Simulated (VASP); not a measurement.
Wanted: the native input for a VASP 6.6.1 run.

```yaml
Task: single point
Functional: PBEsol
Potentials_or_basis: VASP PAW PBE potentials, release 64 (Al, Fe)
Cutoff: 520 eV
k_mesh: 18 × 18 × 18
Occupations: gaussian, width 0.15 eV
Spin: collinear spin, ferromagnetic start
Starting_moments: "[0.0, 0.75] μB"
Dipole_correction: no
Further_INCAR_settings: ALGO = Fast; EDIFF = 1e-06; NBANDS = 16
```

The structure of AlFe lies in POSCAR:

```
AlFe
1.0
    2.8101492208      0.0000000000      0.0000000000
    0.0000000000      2.8101492208      0.0000000000
    0.0000000000      0.0000000000      3.3825766170
Al Fe
1 1
Direct
    0.0000000000      0.0000000000      0.0000000000
    0.5000000000      0.5000000000      0.5000000000
```

These files were run (other wordings do the same):

INCAR

```
SYSTEM = AlFe
ALGO = Fast
EDIFF = 1E-6
ENCUT = 520
GGA = PS
ISIF = 2
ISMEAR = 0
ISPIN = 2
LASPH = .TRUE.
LCHARG = .FALSE.
LMAXMIX = 4
LORBIT = 11
LREAL = .FALSE.
LWAVE = .FALSE.
MAGMOM = 0 0.75
NBANDS = 16
NELM = 150
PREC = Accurate
SIGMA = 0.15
```

KPOINTS

```
k-points
0
G
  18 18 18
  0 0 0
```

Potentials or basis: VASP PAW PBE potentials, release 64 (Al, Fe).

Run with:

```bash
$ cat potpaw_PBE.64/Al/POTCAR potpaw_PBE.64/Fe/POTCAR > POTCAR
$ mpirun -np 1 vasp_std > vasp.out
```

Results of the run:

The pressure is -15.2 GPa. The net moment is 1.46 μB per cell. The site moments are Al -0.04; Fe +1.55 μB and the valence electrons inside the program's atomic spheres are Al 0.79; Fe 7.19.

Caveat: the cell stands under tension; the PAW data sets were made with another functional, which shifts forces and pressure a little.

Wall time 5.5 min on 1 thread of Intel(R) Xeon(R) Platinum 8259CL CPU @ 2.50GHz (Skylake/Cascade Lake), with other jobs on the host, peak memory 0.46 GiB.
